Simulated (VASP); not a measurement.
## PbS (Galena): single point with PBE

PbS (Galena):

```
Pb S
1.0
     0.00000    2.88967    2.88967
     2.88967    0.00000    2.88967
     2.88967    2.88967    0.00000
Pb S
1 1
Direct
  0.00000 0.00000 0.00000
  0.50000 0.50000 0.50000
```

```yaml
Program: VASP 6.6.1
Task: single point
Functional: PBE
Potentials_or_basis: VASP PAW PBE potentials, release 64 (Pb_d, S)
Cutoff: 500 eV
k_mesh: 6 × 6 × 6
Occupations: gaussian, width 0.01 eV
Spin: no spin polarisation
Dipole_correction: no
Further_INCAR_settings: ALGO = Normal; EDIFF = 1e-06; NBANDS = 17
```

| Property | Result |
| --- | --- |
| Pressure | 7.8 GPa |
| Band gap on the k mesh | 0.04 eV, direct |

Levels at points of the mesh, in eV from the valence-band top:
| k point | band 6 | band 7 | band 8 | band 9 | band 10 | band 11 | band 12 | band 13 | band 14 | band 15 |
| --- | --- | --- | --- | --- | --- | --- | --- | --- | --- | --- |
| (0.00, 0.00, 0.00) | -14.45 | -5.99 | -2.69 | -2.69 | -2.69 | 5.34 | 5.34 | 5.34 | 6.41 | 6.41 |
| (0.50, 0.00, 0.00) | -13.01 | -9.45 | -2.23 | -2.23 | 0.00 | 0.04 | 1.67 | 1.67 | 8.64 | 9.86 |
| (0.50, 0.50, 0.00) | -12.42 | -7.44 | -6.01 | -4.09 | -4.09 | 3.39 | 5.73 | 5.88 | 5.88 | 11.12 |

It took 6.6 s on 1 thread of AMD EPYC 9R45 96-Core Processor (Zen 5), with other jobs on the host, peak memory 0.14 GiB.

Caveat: spin-orbit coupling is left out, which moves the levels of the heavy elements. A k mesh can miss the band edges.
